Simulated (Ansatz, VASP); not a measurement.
**One calculation of Be3TeSe2, two programs**

```xyz
12
Lattice="3.8221 0.0000 0.0000 0.0000 3.8221 0.0000 0.0000 0.0000 15.6866" Properties=species:S:1:pos:R:3 pbc="T T T"
Be    1.9110    1.9110    2.9059
Be    0.0000    0.0000    5.3938
Be    1.9110    1.9110    7.8433
Be    0.0000    0.0000   10.2928
Be    1.9110    1.9110   12.7807
Be    0.0000    0.0000    0.0000
Te    0.0000    1.9110    1.4480
Te    1.9110    0.0000   14.2386
Se    1.9110    0.0000    4.1542
Se    0.0000    1.9110    6.6229
Se    1.9110    0.0000    9.0637
Se    0.0000    1.9110   11.5325
```

Alike in both runs: functional PBE; k mesh 3 × 3 × 1; occupations gaussian, width 0.15 eV; no spin polarisation.

Ansatz relaxed the structure, and its values are those at the end. VASP's run is a single point on that final structure, the one shown.

```csv
,VASP,Ansatz
version,VASP 6.6.1,Ansatz 0.2.0
potentials or method,"VASP PAW PBE potentials, release 64 (Be, Te, Se), cutoff 520 eV","scalar-relativistic, plane waves, PAW"
valence electrons in the cell,48,108
```

```tsv
	VASP	Ansatz	Ansatz less VASP
gap on the k mesh at the Fermi level (eV)	1.95	1.96	+0.012
least direct gap on the mesh (eV)	1.95	1.96	+0.012
pressure (GPa)	0.6	0.5	-0.17
rms of the force components (eV/Å)	0.032	0.031	-0.0015
```

VASP's potentials hold 48 valence electrons a cell and Ansatz's 108, so a difference there can come from the potentials and not from the codes.

The k mesh is coarse, so the values compare programs but aren't converged. Neither program's run includes spin-orbit coupling.
